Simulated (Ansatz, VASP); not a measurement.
Two plane-wave programs on As

INCAR

```
PREC = Accurate
ENCUT = 600
EDIFF = 1E-6
ISMEAR = 0
SIGMA = 0.05
LREAL = False
LASPH = True
NELM = 100
ALGO = Normal
ISIF = 3
LWAVE = False
LCHARG = False
IBRION = 2
NSW = 80
EDIFFG = -0.01
```

The input KPOINTS:

```
Automatic mesh
0
Gamma
  14 14 14
```

The input POSCAR:

```
As
1.0
    1.8797500000      1.0852741685      3.4857666667
   -1.8797500000      1.0852741685      3.4857666667
    0.0000000000     -2.1705483370      3.4857666667
As
2
Direct
    0.2275400000      0.2275400000      0.2275400000
    0.7724600000      0.7724600000      0.7724600000
```

Input for Ansatz:

```yaml
crystal:
  lattice:
    - [1.87975, 1.0852741685, 3.4857666667]
    - [-1.87975, 1.0852741685, 3.4857666667]
    - [0.0, -2.170548337, 3.4857666667]
  atoms:
    - { symbol: As, position: [0.22754, 0.22754, 0.22754] }
    - { symbol: As, position: [0.77246, 0.77246, 0.77246] }
basis:
  ecutwfc: 420
  ecutrho_ratio: 4
kpoints:
  mp_grid: { grid: [14, 14, 14] }
hamiltonian:
  xc: lda
scf:
  occupations: { method: gaussian, width: 0.05 }
output:
  forces: true
  stress: true
  eigenvalues: true
relax:
  f_tol: 0.01
  max_steps: 60
  cell: { stress_tol: 0.15 }
```

Alike in both runs: task relaxation of cell and atoms; functional LDA; k mesh 14 × 14 × 14; occupations gaussian, width 0.05 eV; no spin polarisation.

```csv
,VASP,Ansatz
version,VASP 6.6.1,Ansatz 0.2.0
potentials or method,"VASP PAW LDA potentials, release 64 (As), cutoff 600 eV","scalar-relativistic, plane waves, PAW"
valence electrons in the cell,10,30
```

Ansatz gave:

- relaxed volume (Å³/atom): 20.37
- relaxed cell length with the largest relative difference (Å): 3.973

Question: Which values does VASP return?

Answer: Relaxed volume (Å³/atom): 20.43; relaxed cell length with the largest relative difference (Å): 3.974.

LDA's correlation is that of Perdew and Zunger in VASP and of Perdew and Wang (1992) in Ansatz. VASP's potentials hold 10 valence electrons a cell and Ansatz's 30, so a difference there can come from the potentials and not from the codes.
